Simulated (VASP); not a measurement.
La2O3:

```
CELL_PARAMETERS angstrom
3.93078 0.00000 0.00000
-1.96539 3.40415 0.00000
0.00000 0.00000 6.11195
ATOMIC_POSITIONS crystal
La 0.66667 0.33333 0.75376
La 0.33333 0.66667 0.24624
O 0.66667 0.33333 0.35411
O 0.33333 0.66667 0.64589
O 0.00000 0.00000 0.00000
```

```yaml
Program: VASP 6.6.1
Task: relaxation of cell and atoms
Functional: LDA
Potentials_or_basis: VASP PAW LDA potentials, release 64 (La, O)
Cutoff: 600 eV
k_mesh: 12 × 12 × 4
Occupations: gaussian, width 0.01 eV
Spin: no spin polarisation
```

At the start: pressure -6.5 GPa; volume 16.36 Å³/atom.

Where does the relaxation end?

Over 6 steps the energy falls by 16.7 meV/atom and the volume is 15.53 Å³/atom (-5.0 %); space group P-3m1 (No. 164, to 0.05 Å).

Step by step:
| step | energy change (eV) | largest force (eV/Å) | pressure (GPa) | volume (Å³) |
| --- | --- | --- | --- | --- |
| 1 | 0.0000 | 0.1616 | -6.50 | 81.78 |
| 2 | 0.0316 | 0.8525 | 8.90 | 74.18 |
| 3 | -0.0777 | 0.2708 | -0.19 | 78.18 |
| 4 | -0.0777 | 0.2800 | -0.06 | 78.11 |
| 5 | -0.0834 | 0.0456 | 0.04 | 77.78 |
| 6 | -0.0837 | 0.0439 | 0.08 | 77.67 |

Final structure:
```cif
data_structure
_symmetry_space_group_name_H-M 'P 1'
_symmetry_Int_Tables_number 1
_cell_length_a 3.8701
_cell_length_b 3.8701
_cell_length_c 5.9877
_cell_angle_alpha 90.000
_cell_angle_beta 90.000
_cell_angle_gamma 120.000
_cell_volume 77.67
loop_
_atom_site_label
_atom_site_type_symbol
_atom_site_fract_x
_atom_site_fract_y
_atom_site_fract_z
_atom_site_occupancy
La1 La 0.66667 0.33333 0.75582 1
La2 La 0.33333 0.66667 0.24418 1
O1 O 0.66667 0.33333 0.35502 1
O2 O 0.33333 0.66667 0.64498 1
O3 O 0.00000 0.00000 0.00000 1
```

Caveat: the relaxation stopped at a loose force limit of 0.05 eV/Å, so its end isn't a converged minimum.
